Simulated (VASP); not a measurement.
# NiO (Fm-3m) in VASP: notebook, part 2 of 2

VASP 6.6.1.

## Step 3: Electric field gradients, PBEsol+U, collinear spin, ferromagnetic start

This run uses another cell than the first one: it holds 8 atoms, not 16.

The input, INCAR:

```
SYSTEM = NiO
ALGO = Normal
EDIFF = 1E-8
ENCUT = 520
GGA = PS
GGA_COMPAT = .FALSE.
ISIF = 2
ISMEAR = -1
ISPIN = 2
LASPH = .TRUE.
LCHARG = .FALSE.
LDAU = .TRUE.
LDAUJ = 0 0
LDAUL = 2 -1
LDAUPRINT = 1
LDAUTYPE = 2
LDAUU = 6.2 0
LEFG = .TRUE.
LMAXMIX = 4
LORBIT = 11
LREAL = .FALSE.
LWAVE = .FALSE.
MAGMOM = 2 2 2 2 0 0 0 0
NBANDS = 46
NELM = 200
PREC = Accurate
SIGMA = 0.02
```

The input, KPOINTS:

```
k-points
0
G
  6 6 6
  0 0 0
```

The input, POSCAR:

```
NiO
1.0
    4.1718032828      0.0000000000      0.0000000000
    0.0000000000      4.1718032828      0.0000000000
    0.0000000000      0.0000000000      4.1718032828
Ni O
4 4
Direct
    0.0000000000      0.0000000000      0.0000000000
    0.5000000000      0.5000000000      0.0000000000
    0.5000000000      0.0000000000      0.5000000000
    0.0000000000      0.5000000000      0.5000000000
    0.5000000000      0.5000000000      0.5000000000
    0.0000000000      0.0000000000      0.5000000000
    0.0000000000      0.5000000000      0.0000000000
    0.5000000000      0.0000000000      0.0000000000
```

Potentials or basis: VASP PAW PBE potentials, release 64 (Ni, O).

Command:

```
$ cat potpaw_PBE.64/Ni/POTCAR potpaw_PBE.64/O/POTCAR > POTCAR
$ mpirun -np 1 vasp_std > vasp.out
```

OUTCAR:

```text
SYSTEM = NiO
   EDIFF = 1E-8
   ENCUT = 520
   GGA = PS
   ISIF = 2
   ISMEAR = -1
   ISPIN = 2
   LASPH = .TRUE.
   LORBIT = 11
   LREAL = .FALSE.
   NELM = 200
   PREC = Accurate

 ion  position               nearest neighbor table
   1  0.000  0.000  0.000-   6 2.09   7 2.09   8 2.09   6 2.09   7 2.09   8 2.09   3 2.95   4 2.95
                             2 2.95   2 2.95   4 2.95   3 2.95   4 2.95   2 2.95   3 2.95   4 2.95
   2  0.500  0.500  0.000-   5 2.09   7 2.09   8 2.09   5 2.09   8 2.09   7 2.09   3 2.95   4 2.95
                             1 2.95   1 2.95   3 2.95   3 2.95   3 2.95   1 2.95   4 2.95   4 2.95
   3  0.500  0.000  0.500-   5 2.09   6 2.09   8 2.09   8 2.09   5 2.09   6 2.09   1 2.95   2 2.95
                             1 2.95   2 2.95   4 2.95   2 2.95   2 2.95   1 2.95   4 2.95   4 2.95
   4  0.000  0.500  0.500-   5 2.09   6 2.09   7 2.09   7 2.09   6 2.09   5 2.09   1 2.95   2 2.95
                             1 2.95   1 2.95   3 2.95   2 2.95   1 2.95   2 2.95   3 2.95   3 2.95
   5  0.500  0.500  0.500-   2 2.09   3 2.09   4 2.09   2 2.09   3 2.09   4 2.09
   6  0.000  0.000  0.500-   1 2.09   3 2.09   4 2.09   1 2.09   4 2.09   3 2.09
   7  0.000  0.500  0.000-   1 2.09   2 2.09   4 2.09   4 2.09   1 2.09   2 2.09
   8  0.500  0.000  0.000-   1 2.09   2 2.09   3 2.09   3 2.09   2 2.09   1 2.09

  LATTYP: Found a simple cubic cell.
 ALAT       =     4.1718032828

  Lattice vectors:

[... 2301 lines left out ...]
 ion       V_xx      V_yy      V_zz     asymmetry (V_yy - V_xx)/ V_zz
----------------------------------------------------------------------
   1      -0.000     0.000    -0.000      -0.914
   2      -0.000     0.000    -0.000      -1.030
   3      -0.000     0.000    -0.000      -1.227
   4      -0.000     0.000    -0.000      -1.229
   5      -0.000    -0.000     0.000       0.042
   6      -0.000    -0.000     0.000       0.032
   7      -0.000    -0.000     0.000       0.041
   8      -0.000    -0.000     0.000       0.023
----------------------------------------------------------------------

           NMR quadrupolar parameters

 Cq : quadrupolar parameter    Cq=e*Q*V_zz/h
 eta: asymmetry parameters     (V_yy - V_xx)/ V_zz
 Q  : nuclear electric quadrupole moment in mb (millibarn)
----------------------------------------------------------------------
 ion       Cq(MHz)       eta       Q (mb)
----------------------------------------------------------------------
   1      -0.000      -0.914       1.000
   2      -0.000      -1.030       1.000
   3      -0.000      -1.227       1.000
   4      -0.000      -1.229       1.000
   5       0.000       0.042       1.000
   6       0.000       0.032       1.000
   7       0.000       0.041       1.000
   8       0.000       0.023       1.000
----------------------------------------------------------------------

 total charge

# of ion       s       p       d       tot
------------------------------------------
    1        0.350   0.434   8.239   9.023
    2        0.350   0.434   8.239   9.023
    3        0.350   0.434   8.239   9.023
    4        0.350   0.434   8.239   9.023
    5        1.541   3.460   0.000   5.002
    6        1.541   3.460   0.000   5.002
    7        1.541   3.460   0.000   5.002
    8        1.541   3.460   0.000   5.002
--------------------------------------------------
tot          7.563  15.579  32.956  56.099

 magnetization (x)

# of ion       s       p       d       tot
------------------------------------------
    1        0.011   0.013   1.788   1.812
    2        0.011   0.013   1.788   1.812
    3        0.011   0.013   1.788   1.812
    4        0.011   0.013   1.788   1.812
    5        0.018   0.163   0.000   0.181
    6        0.018   0.163   0.000   0.181
    7        0.018   0.163   0.000   0.181
    8        0.018   0.163   0.000   0.181
--------------------------------------------------
tot          0.118   0.705   7.151   7.975
```

Wall time 74 s (1 thread of Intel Xeon Platinum 8559C (Emerald Rapids), shared host); peak memory 0.25 GiB.

Results:

- Free energy: -43.9213 eV
- Pressure: -6.8 GPa
- Band gap on the k mesh: 2.29 eV
- Net moment: 8.00 μB per cell
- Site moments: Ni +1.81; O +0.18 μB
- Largest electric field gradient by atom: under 0.05 V/Å² on every atom
- Valence electrons inside the program's atomic spheres: Ni 9.02; O 5.00

Eigenvalues of the final occupation matrices:
```tsv
site	spin	trace	eigenvalues
site 1 d	1	5.03	0.98 0.98 0.98 1.04 1.04
site 1 d	2	3.24	0.15 0.15 0.98 0.98 0.98
site 2 d	1	5.03	0.98 0.98 0.98 1.04 1.04
site 2 d	2	3.24	0.15 0.15 0.98 0.98 0.98
site 3 d	1	5.03	0.98 0.98 0.98 1.04 1.04
site 3 d	2	3.24	0.15 0.15 0.98 0.98 0.98
site 4 d	1	5.03	0.98 0.98 0.98 1.04 1.04
site 4 d	2	3.24	0.15 0.15 0.98 0.98 0.98
```

Caveat: the cell stands under tension; the PAW data sets were made with another functional, which shifts forces and pressure a little.
